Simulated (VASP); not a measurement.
Wanted: the native input for a VASP 6.6.1 run.

- Task: single point
- Functional: PBEsol
- Potentials or basis: VASP PAW PBE potentials, release 64 (Cd, Te)
- Cutoff: 520 eV
- k mesh: 1 × 1 × 13
- Occupations: gaussian, width 0.05 eV
- Spin: collinear spin, ferromagnetic start
- Starting moments: [0.5, 0.5, 0.5, 0.5] μB
- Dipole correction: no
- Further INCAR settings: ALGO = Normal; EDIFF = 1e-06; NBANDS = 30

The structure of CdTe lies in POSCAR:

```
CdTe
1.0
   11.7000000000      0.0000000000      0.0000000000
    0.0000000000      9.3000000000      0.0000000000
    0.0000000000      0.0000000000      5.0579422051
Cd Te
2 2
Direct
    0.3865205274      0.5000000000      0.0000000000
    0.6134794726      0.5000000000      0.5000000000
    0.3865205274      0.5000000000      0.5000000000
    0.6134794726      0.5000000000      0.0000000000
```

One way to write it, as run:

INCAR

```
  ALGO = Normal
  EDIFF = 1E-6
  ENCUT = 520
  GGA = PS
  ISIF = 2
  ISMEAR = 0
  ISPIN = 2
  LASPH = T
  LCHARG = F
  LORBIT = 11
  LREAL = F
  LWAVE = F
  MAGMOM = 0.5 0.5 0.5 0.5
  NBANDS = 30
  NELM = 150
  PREC = Accurate
  SIGMA = 0.05
```

KPOINTS

```
k-points
0
Gamma
  1 1 13
```

Potentials or basis: VASP PAW PBE potentials, release 64 (Cd, Te).

Command:

```console
$ cat potpaw_PBE.64/Cd/POTCAR potpaw_PBE.64/Te/POTCAR > POTCAR
$ mpirun -np 1 vasp_std > vasp.out
```

Results of the run:

```
Largest force                                         : 1.635 eV/Å
Band gap on the k mesh                                : 0.93 eV, indirect (least direct gap 1.52 eV)
Net moment                                            : 0.00 μB per cell
Valence electrons inside the program's atomic spheres : Cd 10.44; Te 3.52
```

Caveat: the PAW data sets were made with another functional, which shifts forces and pressure a little; spin-orbit coupling is left out, which moves the levels of the heavy elements.

Wall time 5.8 min on 1 thread of Intel Xeon 6975P-C, on a shared host, peak memory 0.81 GiB.
